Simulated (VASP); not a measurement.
# Ti in VASP: notebook

Runs on Ti. Level: r2SCAN. Tasks: single point.

Program: VASP 6.6.1. These are calculated values, not measurements. Logs are shortened: lines on timing, memory, paths and dates and some standing lists are left out, and cuts for length are marked.

**1. The cell of the first run**

The cell holds a slab with vacuum, 7 atoms: a = 3.252 Å, b = 3.252 Å, c = 24.755 Å, α = 90.00°, β = 90.00°, γ = 90.00°.

**2. Single point, r2SCAN**

The input, POSCAR:

```
Ti
1.0
    3.2517897444      0.0000000000      0.0000000000
    0.0000000000      3.2517897444      0.0000000000
    0.0000000000      0.0000000000     24.7553692333
Ti
7
Direct
    0.5000000000      0.5000000000      0.3029645783
    0.0000000000      0.0000000000      0.3686430522
    0.5000000000      0.5000000000      0.4343215261
    0.0000000000      0.0000000000      0.5000000000
    0.5000000000      0.5000000000      0.5656784739
    0.0000000000      0.0000000000      0.6313569478
    0.5000000000      0.5000000000      0.6970354217
```

The input, INCAR.step1:

```
SYSTEM = Ti
PREC     = Accurate       ! precision mode
ENCUT    = 520            ! plane-wave cutoff, eV
ISMEAR   = 1              ! smearing method
SIGMA    = 0.2            ! smearing width, eV
LREAL    = .FALSE.        ! projectors in reciprocal space
LASPH    = .TRUE.         ! aspherical terms in the spheres
NELM     = 60             ! most SCF steps
LDIPOL   = .TRUE.       
IDIPOL   = 3            
DIPOL    = 0.5 0.5 0.500
NBANDS   = 51             ! bands
GGA      = PE             ! functional
ALGO     = Normal         ! electronic algorithm
EDIFF    = 1E-4           ! SCF threshold, eV
LWAVE    = .TRUE.         ! write WAVECAR
LCHARG   = .FALSE.        ! write CHGCAR
```

The input, INCAR.step2:

```
SYSTEM = Ti
PREC     = Accurate       ! precision mode
ENCUT    = 520            ! plane-wave cutoff, eV
EDIFF    = 1E-7           ! SCF threshold, eV
ISMEAR   = 1              ! smearing method
SIGMA    = 0.2            ! smearing width, eV
LREAL    = .FALSE.        ! projectors in reciprocal space
LASPH    = .TRUE.         ! aspherical terms in the spheres
NELM     = 60             ! most SCF steps
ALGO     = Normal         ! electronic algorithm
ISIF     = 2              ! what is computed and relaxed
LWAVE    = .FALSE.        ! write WAVECAR
LCHARG   = .FALSE.        ! write CHGCAR
LDIPOL   = .TRUE.       
IDIPOL   = 3            
DIPOL    = 0.5 0.5 0.500
METAGGA  = R2SCAN         ! meta-GGA
LMIXTAU  = .TRUE.       
NBANDS   = 51             ! bands
ISTART   = 1
```

The input, KPOINTS:

```
Automatic mesh
0
G
  11 11 1
  0 0 0
```

Potentials or basis: VASP PAW PBE potentials, release 64 (Ti_sv).

On the command line:

```bash
> cat potpaw_PBE.64/Ti_sv/POTCAR > POTCAR
> cp INCAR.step1 INCAR
> mpirun -np 1 vasp_std > vasp.out
> cp INCAR.step2 INCAR
> mpirun -np 1 vasp_std > vasp.out
```

OUTCAR:

```text
SYSTEM = Ti
   PREC = Accurate
   ENCUT = 520
   EDIFF = 1E-7
   ISMEAR = 1
   LREAL = .FALSE.
   LASPH = .TRUE.
   NELM = 60
   ISIF = 2
   METAGGA = R2SCAN
   ISTART = 1

 ion  position               nearest neighbor table
   1  0.500  0.500  0.303-   2 2.82   2 2.82   2 2.82   2 2.82
   2  0.000  0.000  0.369-   1 2.82   3 2.82   1 2.82   3 2.82   1 2.82   3 2.82   1 2.82   3 2.82

   3  0.500  0.500  0.434-   2 2.82   4 2.82   2 2.82   4 2.82   2 2.82   4 2.82   2 2.82   4 2.82

   4  0.000  0.000  0.500-   3 2.82   5 2.82   3 2.82   5 2.82   3 2.82   5 2.82   3 2.82   5 2.82

   5  0.500  0.500  0.566-   4 2.82   6 2.82   4 2.82   6 2.82   4 2.82   6 2.82   4 2.82   6 2.82

   6  0.000  0.000  0.631-   5 2.82   7 2.82   5 2.82   7 2.82   5 2.82   7 2.82   5 2.82   7 2.82

   7  0.500  0.500  0.697-   6 2.82   6 2.82   6 2.82   6 2.82

  LATTYP: Found a simple tetragonal cell.
 ALAT       =     3.2517897444
 C/A-ratio  =     7.6128443655

  Lattice vectors:

 A1 = (   3.2517897444,   0.0000000000,   0.0000000000)
 A2 = (   0.0000000000,   3.2517897444,   0.0000000000)
 A3 = (   0.0000000000,   0.0000000000,  24.7553692333)

Analysis of symmetry for initial positions (statically):
=====================================================================
 Subroutine PRICEL returns:
 Original cell was already a primitive cell.

 Routine SETGRP: Setting up the symmetry group for a
 simple tetragonal supercell.

 Subroutine GETGRP returns: Found 16 space group operations
 (whereof 16 operations were pure point group operations)
 out of a pool of 16 trial point group operations.

The static configuration has the point symmetry D_4h.

Analysis of symmetry for dynamics (positions and initial velocities):
=====================================================================
 Subroutine PRICEL returns:
 Original cell was already a primitive cell.

 Routine SETGRP: Setting up the symmetry group for a
 simple tetragonal supercell.

 Subroutine GETGRP returns: Found 16 space group operations
 (whereof 16 operations were pure point group operations)
 out of a pool of 16 trial point group operations.

The dynamic configuration has the point symmetry D_4h.

 Subroutine INISYM returns: Found 16 space group operations
 (whereof 16 operations are pure point group operations),
 and found     1 'primitive' translations

----------------------------------------------------------------------------------------

                                     Primitive cell

  volume of cell :     261.7667

  direct lattice vectors                    reciprocal lattice vectors
     3.251789744  0.000000000  0.000000000     0.307522958  0.000000000  0.000000000
     0.000000000  3.251789744  0.000000000     0.000000000  0.307522958  0.000000000
     0.000000000  0.000000000 24.755369233     0.000000000  0.000000000  0.040395277

  length of vectors
     3.251789744  3.251789744 24.755369233     0.307522958  0.307522958  0.040395277

  position of ions in fractional coordinates (direct lattice)
     0.500000000  0.500000000  0.302964578
     0.000000000  0.000000000  0.368643052
     0.500000000  0.500000000  0.434321526
     0.000000000  0.000000000  0.500000000
     0.500000000  0.500000000  0.565678474
     0.000000000  0.000000000  0.631356948
     0.500000000  0.500000000  0.697035422

  ion indices of the primitive-cell ions
   primitive index   ion index
                 1           1
                 2           2
                 3           3
                 4           4
                 5           5
                 6           6
                 7           7

----------------------------------------------------------------------------------------

 KPOINTS: Automatic mesh

Automatic generation of k-mesh.
 Grid dimensions read from file:
 generate k-points for:   11   11    1

 Generating k-lattice:

  Cartesian coordinates                     Fractional coordinates (reciprocal lattice)
     0.027956633  0.000000000  0.000000000     0.090909091  0.000000000  0.000000000
     0.000000000  0.027956633  0.000000000     0.000000000  0.090909091  0.000000000
     0.000000000  0.000000000  0.040395277     0.000000000  0.000000000  1.000000000

  Length of vectors
     0.027956633  0.027956633  0.040395277

  Shift w.r.t. Gamma in fractional coordinates (k-lattice)
     0.000000000  0.000000000  0.000000000

 Subroutine IBZKPT returns following result:
 ===========================================

 Found     21 irreducible k-points:

 Following reciprocal coordinates:
            Coordinates               Weight
  0.000000  0.000000  0.000000      1.000000
  0.090909  0.000000  0.000000      4.000000
  0.181818  0.000000  0.000000      4.000000
  0.272727  0.000000  0.000000      4.000000
  0.363636  0.000000  0.000000      4.000000
  0.454545  0.000000  0.000000      4.000000
[... 13 lines left out ...]
  0.454545  0.363636  0.000000      8.000000
  0.454545  0.454545  0.000000      4.000000
   k-points           NKPTS =     21   k-points in BZ     NKDIM =     21   number of bands    NBANDS=     51
   number of dos      NEDOS =    301   number of ions     NIONS =      7
   total plane-waves  NPLWV = 110592
   dimension x,y,z NGX =    24 NGY =   24 NGZ =  192
   dimension x,y,z NGXF=    48 NGYF=   48 NGZF=  384
   ions per type =               7
   NGX,Y,Z   is equivalent  to a cutoff of  12.27, 12.27, 12.89 a.u.
   NGXF,Y,Z  is equivalent  to a cutoff of  24.54, 24.54, 25.79 a.u.
 SYSTEM =  Ti
   PREC   = accura    normal or accurate (medium, high low for compatibility)
   ISTART =      1    job   : 0-new  1-cont  2-samecut
   ICHARG =      0    charge: 1-file 2-atom 10-const
   ISPIN  =      1    spin polarized calculation?
   LNONCOLLINEAR =      F non collinear calculations
   LSORBIT =      F    spin-orbit coupling
   LASPH  =      T    aspherical Exc in radial PAW
   ENCUT  =  520.0 eV  38.22 Ry    6.18 a.u.   6.05  6.05 46.03*2*pi/ulx,y,z
   NELM   =     60;   NELMIN=  2; NELMDL=  0     # of ELM steps
   EDIFF  = 0.1E-06   stopping-criterion for ELM
   LREAL  =      F    real-space projection
   EDIFFG = 0.1E-05   stopping-criterion for IOM
   NSW    =      0    number of steps for IOM
   IBRION =     -1    ionic relax: 0-MD 1-quasi-New 2-CG
   NFREE  =      0    steps in history (QN), initial steepest desc. (CG)
   ISIF   =      2    stress and relaxation
   ISYM   =      2    0-nonsym 1-usesym 2-fastsym
   POTIM  = 0.5000    time-step for ionic-motion
   TEBEG  =    0.0;   TEEND  =   0.0 temperature during run
   PSTRESS=    0.0 pullay stress
   NELECT =      84.0000    total number of electrons
   NUPDOWN=      -1.0000    fix difference up-down
   EMIN   =  10.00;   EMAX   =-10.00  energy-range for DOS
   EFERMI =   0.00;   METHOD = LEGACY
   ISMEAR =     1;   SIGMA  =   0.20  broadening in eV -4-tet -1-fermi 0-gaus
   EFERMI_NEDOS =   21; number of points for ismear=-14 and -15
   IALGO  =     38    algorithm
   IMIX   =      4    mixing-type and parameters
     AMIX     =   0.40;   BMIX     =  1.00
     AMIX_MAG =   1.60;   BMIX_MAG =  1.00
  volume/ion in A,a.u.               =      37.40       252.36
  Fermi-wavevector in a.u.,A,eV,Ry     =   1.120804  2.118013 17.091672  1.256202
  Thomas-Fermi vector in A             =   2.257453
   LORBIT       =      0    0 simple, 1 ext, 2 COOP (PROOUT), +10 PAW based schemes
   METAGGA = R2SCAN    functional components
   LHFCALC =     F    Hartree Fock is set to
   AEXX    =    0.0000 exact exchange contribution
   IVDW    =     0    specifies the selected vdW correction
   LEPSILON=     F    determine dielectric tensor
   LRPA    =     F    only Hartree local field effects (RPA)
 non-spin polarized calculation
 Methfessel and Paxton  Order N= 1 SIGMA  =   0.20
  energy-cutoff  :      520.00
  volume of cell :      261.77
 maximum number of plane-waves:      7114
   NGX = 13   NGY = 13   NGZ = 93

 dipolmoment           0.000000      0.000000      0.000000 electrons x Angstroem

 number of electron      84.0000027 magnetization

 dipolmoment           0.000000      0.000000     -0.000000 electrons x Angstroem

 Free energy of the ion-electron system (eV)
  ---------------------------------------------------
  ext. energy  EPLUGINS =         0.00000000
  ---------------------------------------------------
  free energy    TOTEN  =       -87.42381791 eV

  energy without entropy =      -87.42550142  energy(sigma->0) =      -87.42437908

 E-fermi :   2.1937     XC(G=0):  -6.5718

 val. band max:        2.1912343209   @ k =   0.3636   0.0000   0.0000
 cond. band min:       2.2054985031   @ k =   0.1818   0.1818   0.0000
 fundamental gap:      0.0142641822
 Fermi energy:         2.1937179207

 k-point     1 :       0.0000    0.0000    0.0000
  band No.  band energies     occupation
      1     -57.2782      2.00000
      2     -57.2782      2.00000
      3     -56.6708      2.00000
      4     -56.6267      2.00000
      5     -56.5614      2.00000
      6     -56.5070      2.00000
[... 43 lines left out ...]
     50       3.5762     -0.00000
     51       3.5762     -0.00000

 k-point     2 :       0.0909    0.0000    0.0000
  band No.  band energies     occupation
      1     -57.2769      2.00000
      2     -57.2769      2.00000
      3     -56.6659      2.00000
      4     -56.6236      2.00000
      5     -56.5608      2.00000
      6     -56.5087      2.00000
[... 43 lines left out ...]
     50       3.5225     -0.00000
     51       3.7098     -0.00000

 k-point     3 :       0.1818    0.0000    0.0000
  band No.  band energies     occupation
      1     -57.2736      2.00000
      2     -57.2736      2.00000
      3     -56.6516      2.00000
      4     -56.6148      2.00000
      5     -56.5591      2.00000
      6     -56.5138      2.00000
[... 43 lines left out ...]
     50       3.4789     -0.00000
     51       3.4998     -0.00000
[... 865 lines left out ...]
 k-point    20 :       0.4545    0.3636    0.0000
  band No.  band energies     occupation
      1     -57.2538      2.00000
      2     -57.2538      2.00000
      3     -56.5577      2.00000
      4     -56.5554      2.00000
      5     -56.5478      2.00000
      6     -56.5425      2.00000
[... 43 lines left out ...]
     50       3.8564     -0.00000
     51       3.8970     -0.00000

 k-point    21 :       0.4545    0.4545    0.0000
  band No.  band energies     occupation
      1     -57.2521      2.00000
      2     -57.2521      2.00000
      3     -56.5537      2.00000
      4     -56.5527      2.00000
      5     -56.5472      2.00000
      6     -56.5417      2.00000
[... 43 lines left out ...]
     50       4.1293     -0.00000
     51       4.1819     -0.00000

------------------------ aborting loop because EDIFF is reached ----------------------------------------

 vacuum level on the upper side and lower side of the slab       (xc-potential included)         0.029         0.029

  FORCE on cell =-STRESS in cart. coord.  units (eV):
  Direction    XX          YY          ZZ          XY          YZ          ZX
  --------------------------------------------------------------------------------------
  -------------------------------------------------------------------------------------
  Total       -4.8272117     -4.8272117     -1.7141307      0.0000000      0.0000000     -0.0000000
  in kB      -29.5455861    -29.5455861    -10.4915632      0.0000000      0.0000000     -0.0000000
  external PRESSURE =     -23.1942452 kB  Pullay stress =       0.0000000 kB

 VOLUME and BASIS-vectors are now :
 -----------------------------------------------------------------------------
  energy-cutoff  :      520.00
  volume of cell :      261.77
      direct lattice vectors                 reciprocal lattice vectors
     3.251789744  0.000000000  0.000000000     0.307522958  0.000000000  0.000000000
     0.000000000  3.251789744  0.000000000     0.000000000  0.307522958  0.000000000
     0.000000000  0.000000000 24.755369233     0.000000000  0.000000000  0.040395277

 POSITION                                       TOTAL-FORCE (eV/Angst)
 -----------------------------------------------------------------------------------
      1.62589      1.62589      7.50000        -0.000000     -0.000000      0.460067
      0.00000      0.00000      9.12589         0.000000     -0.000000     -0.444292
      1.62589      1.62589     10.75179        -0.000000      0.000000      0.011680
      0.00000      0.00000     12.37768        -0.000000     -0.000000      0.000000
      1.62589      1.62589     14.00358        -0.000000     -0.000000     -0.011680
      0.00000      0.00000     15.62947        -0.000000     -0.000000      0.444292
      1.62589      1.62589     17.25537         0.000000      0.000000     -0.460067
 -----------------------------------------------------------------------------------
    total drift:                                0.000000     -0.000000      0.000000

  FREE ENERGIE OF THE ION-ELECTRON SYSTEM (eV)
  ---------------------------------------------------
  free  energy   TOTEN  =       -87.4238179116 eV

  energy  without entropy=      -87.4255014249  energy(sigma->0) =      -87.42437908

 vacuum level on the upper side and lower side of the slab         5.374         5.374
```

Run time: 34 min. Hardware: 1 thread of Intel Xeon Platinum 8375C at 2.90GHz (Ice Lake), shared host; peak memory 0.48 GiB.

What came out:

| Quantity | Value |
| --- | --- |
| Free energy | -87.4238 eV |
| Largest force | 0.460 eV/Å |
| Band gap on the k mesh | zero (bands 42 and 43 overlap by 1.39 eV) |

Forces on the atoms (eV/Å):
```
Ti   0.000  0.000  0.460
Ti   0.000  0.000 -0.444
Ti   0.000  0.000  0.012
Ti   0.000  0.000  0.000
Ti   0.000  0.000 -0.012
Ti   0.000  0.000  0.444
Ti   0.000  0.000 -0.460
```

Levels at points of the mesh, in eV from the Fermi level:
```tsv
k point	band 37	band 38	band 39	band 40	band 41	band 42	band 43	band 44	band 45	band 46
(0.00, 0.00, 0.00)	-1.70	-1.03	-0.13	0.24	0.25	0.95	1.01	1.01	1.04	1.04
```

Caveat: the PAW data sets were made with another functional, which shifts forces and pressure a little.

**3. Single point, r2SCAN**

POSCAR is that of step 2.

The input, INCAR.step1:

```
SYSTEM = Ti
ALGO = Normal ; DIPOL = 0.5 0.5 0.500
EDIFF = 1E-4 ; ENCUT = 520
GGA = PE ; IDIPOL = 3
ISMEAR = 0 ; LASPH = .TRUE.
LCHARG = .FALSE. ; LDIPOL = .TRUE.
LREAL = .FALSE. ; LWAVE = .TRUE.
NBANDS = 51 ; NELM = 100
PREC = Accurate ; SIGMA = 0.01
```

The input, INCAR.step2:

```
SYSTEM = Ti
ALGO = Normal ; DIPOL = 0.5 0.5 0.500
EDIFF = 1E-7 ; ENCUT = 520
IDIPOL = 3 ; ISIF = 2
ISMEAR = 0 ; ISTART = 1
LASPH = .TRUE. ; LCHARG = .FALSE.
LDIPOL = .TRUE. ; LMIXTAU = .TRUE.
LREAL = .FALSE. ; LWAVE = .FALSE.
METAGGA = R2SCAN ; NBANDS = 51
NELM = 100 ; PREC = Accurate
SIGMA = 0.01
```

The input, KPOINTS:

```
k-points
0
G
  11 11 1
  0 0 0
```

Potentials or basis: VASP PAW PBE potentials, release 64 (Ti_sv).

On the command line:

```bash
> cat potpaw_PBE.64/Ti_sv/POTCAR > POTCAR
> cp INCAR.step1 INCAR
> mpirun -np 1 vasp_std > vasp.out
> cp INCAR.step2 INCAR
> mpirun -np 1 vasp_std > vasp.out
```

Run time: 36 min. Hardware: 1 thread of Intel Xeon Platinum 8375C at 2.90GHz (Ice Lake), shared host; peak memory 0.48 GiB.

Results (log left out):

| Quantity | Value |
| --- | --- |
| Free energy | -87.4237 eV |
| Largest force | 0.462 eV/Å |
| Band gap on the k mesh | zero (bands 42 and 43 overlap by 1.39 eV) |

Forces in eV/Å, atoms in the order of the input:
```
Ti   0.000  0.000  0.462
Ti   0.000  0.000 -0.444
Ti   0.000  0.000 -0.017
Ti   0.000  0.000  0.000
Ti   0.000  0.000  0.017
Ti   0.000  0.000  0.444
Ti   0.000  0.000 -0.462
```

Levels at points of the mesh, in eV from the Fermi level:
```tsv
k point	band 39	band 40	band 41	band 42	band 43	band 44
(0.00, 0.00, 0.00)	-0.12	0.24	0.26	0.96	1.02	1.02
```

Caveat: the PAW data sets were made with another functional, which shifts forces and pressure a little.

**4. Single point, r2SCAN**

POSCAR is that of step 3.

The input, INCAR.step1:

```
SYSTEM = Ti
PREC = Accurate
ENCUT = 520
ISMEAR = 0
SIGMA = 0.1
LREAL = .False.
LASPH = .True.
NELM = 100
NBANDS = 51
GGA = PE
ALGO = Normal
EDIFF = 1E-4
LWAVE = .True.
LCHARG = .False.
```

The input, INCAR.step2:

```
SYSTEM = Ti
PREC = Accurate
ENCUT = 520
EDIFF = 1E-6
ISMEAR = 0
SIGMA = 0.1
LREAL = .False.
LASPH = .True.
NELM = 100
ALGO = Normal
ISIF = 2
LWAVE = .False.
LCHARG = .False.
METAGGA = R2SCAN
LMIXTAU = .True.
NBANDS = 51
ISTART = 1
```

The input, KPOINTS:

```
Automatic mesh
0
Gamma
  11 11 1
  0 0 0
```

On the command line:

```bash
> cat potpaw_PBE.64/Ti_sv/POTCAR > POTCAR
> cp INCAR.step1 INCAR
> mpirun -np 1 vasp_std > vasp.out
> cp INCAR.step2 INCAR
> mpirun -np 1 vasp_std > vasp.out
```

Run time: 45 min. Hardware: 1 thread of Oxide Virtual Turin-like, shared host; peak memory 0.45 GiB.

It converged, with:

```yaml
Free_energy: -87.4626 eV
Largest_force: 0.457 eV/Å
Band_gap_on_the_k_mesh: zero (bands 42 and 43 overlap by 1.39 eV)
```

Forces on the atoms (eV/Å):
```
Ti   0.000  0.000  0.457
Ti   0.000  0.000 -0.441
Ti   0.000  0.000  0.001
Ti   0.000  0.000  0.000
Ti   0.000  0.000 -0.001
Ti   0.000  0.000  0.441
Ti   0.000  0.000 -0.457
```

Levels at points of the mesh, in eV from the Fermi level:
| k point | band 39 | band 40 | band 41 | band 42 | band 43 | band 44 |
| --- | --- | --- | --- | --- | --- | --- |
| (0.00, 0.00, 0.00) | -0.13 | 0.24 | 0.25 | 0.95 | 1.01 | 1.01 |

Caveat: there is no dipole correction, which matters where the two faces differ; the PAW data sets were made with another functional, which shifts forces and pressure a little.

**5. Summary**

```tsv
smearing	dipole correction	gap on the mesh (eV)	largest force (eV/Å)
methfessel-paxton 0.2 eV	yes	none	0.46
gaussian 0.01 eV	yes	none	0.46
gaussian 0.1 eV	no	none	0.46
```

Alike in all rows: task single point; level r2SCAN; potentials or basis VASP PAW PBE potentials, release 64 (Ti_sv); no spin polarisation; cell as given; k mesh 11 × 11 × 1; cutoff (eV) 520.

Caveats: the PAW data sets were made with another functional, which shifts forces and pressure a little; there is no dipole correction, which matters where the two faces differ (at least some runs).

Total energies depend on the potentials used, so only differences within one code and one set of settings carry meaning.
